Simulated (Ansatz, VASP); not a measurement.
Two plane-wave programs on Zn2Sn5N

The input INCAR:

```
SYSTEM = Zn2Sn5N
  PREC = Accurate
  ENCUT = 520
  EDIFF = 1E-7
  ISMEAR = 0
  SIGMA = 0.2
  LREAL = .FALSE.
  LASPH = .TRUE.
  NELM = 100
  ALGO = Normal
  ISIF = 2
  LWAVE = .FALSE.
  LCHARG = .TRUE.
  GGA = PE
  LELF = .TRUE.
  LVHAR = .TRUE.
  NBANDS = 60
```

The input KPOINTS:

```
regular mesh
0
G
  6 6 2
  0 0 0
```

File POSCAR:

```
Zn2Sn5N
1.0
    3.3852721452      0.0000000000      0.0000000000
    0.0000000000      3.3852721452      0.0000000000
    0.0000000000      0.0000000000     16.2813833957
Zn Sn N
2 5 1
Direct
    0.0000000000      0.5000000000      0.4417792267
    0.5000000000      0.0000000000      0.5582207733
    1.0000000000      1.0000000000      0.8458981517
    1.0000000000      1.0000000000      0.1541018483
    0.5000000000      0.5000000000      0.2954083047
    0.5000000000      0.5000000000      0.7045916953
    0.5000000000      0.5000000000      0.0000000000
    0.0000000000      0.0000000000      0.5000000000
```

Input for Ansatz:

```yaml
crystal:
  lattice:
    - [3.3852721452, 0.0, 0.0]
    - [0.0, 3.3852721452, 0.0]
    - [0.0, 0.0, 16.2813833957]
  atoms:
    - { symbol: Zn, position: [0.0, 0.5, 0.4417792267] }
    - { symbol: Zn, position: [0.5, 0.0, 0.5582207733] }
    - { symbol: Sn, position: [1.0, 1.0, 0.8458981517] }
    - { symbol: Sn, position: [1.0, 1.0, 0.1541018483] }
    - { symbol: Sn, position: [0.5, 0.5, 0.2954083047] }
    - { symbol: Sn, position: [0.5, 0.5, 0.7045916953] }
    - { symbol: Sn, position: [0.5, 0.5, 0.0] }
    - { symbol: "N", position: [0.0, 0.0, 0.5] }
basis:
  ecutwfc: 420
kpoints:
  mp_grid: { grid: [6, 6, 2] }
hamiltonian:
  xc: pbe
scf:
  occupations: { method: gaussian, width: 0.2 }
  lower_state_search: "off"
output:
  forces: true
  stress: true
  eigenvalues: true
```

Alike in both runs: task single point; functional PBE; k mesh 6 × 6 × 2; occupations gaussian, width 0.2 eV; no spin polarisation.

```csv
,VASP,Ansatz
version,VASP 6.6.1,Ansatz 0.2.0
potentials or method,"VASP PAW PBE potentials, release 64 (Zn, Sn_d, N), cutoff 520 eV","scalar-relativistic, plane waves, PAW"
valence electrons in the cell,99,99
```

Ansatz gave:

```
gap on the k mesh at the Fermi level (eV)                     : none
pressure (GPa)                                                : 0.3
traceless stress, the component that is largest in VASP (GPa) : -0.19
rms of the force components (eV/Å)                            : 0.089
```

Q: Which values does VASP return?

A: gap on the k mesh at the Fermi level (eV): none; pressure (GPa): 0.4; traceless stress, the component that is largest in VASP (GPa): -0.24; rms of the force components (eV/Å): 0.089.

Atom by atom the forces differ by 0.014 eV/Å (rms over components). A gap of «none» marks a metal or a gap that the smearing closes.
